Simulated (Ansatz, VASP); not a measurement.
# One calculation of CdHgS2, two programs

```
CELL_PARAMETERS angstrom
4.26036 0.00000 0.00000
0.00000 4.26036 0.00000
0.00000 0.00000 6.00061
ATOMIC_POSITIONS crystal
Cd 0.00000 0.00000 0.00000
S 0.00000 0.50000 0.24629
S 0.50000 0.00000 0.75371
Hg 0.50000 0.50000 0.50000
```

Alike in both runs: task single point; functional PBE; k mesh 6 × 6 × 4; no spin polarisation.

|  | VASP | Ansatz |
| --- | --- | --- |
| version | VASP 6.6.1 | Ansatz 0.2.0 |
| potentials or method | VASP PAW PBE potentials, release 64 (Cd, S, Hg) | plane waves, PAW |
| plane-wave cutoff (eV) | 520 | 420 |
| occupations | gaussian, width 0.01 eV | fixed |
| valence electrons in the cell | 36 | 52 |

```csv
,VASP,Ansatz,Ansatz less VASP
gap on the k mesh at the Fermi level (eV),0.17,0.17,+0.002
pressure (GPa),-1.2,-1.4,-0.23
```

VASP's potentials hold 36 valence electrons a cell and Ansatz's 52, so a difference there can come from the potentials and not from the codes.

Spin-orbit coupling is off throughout.
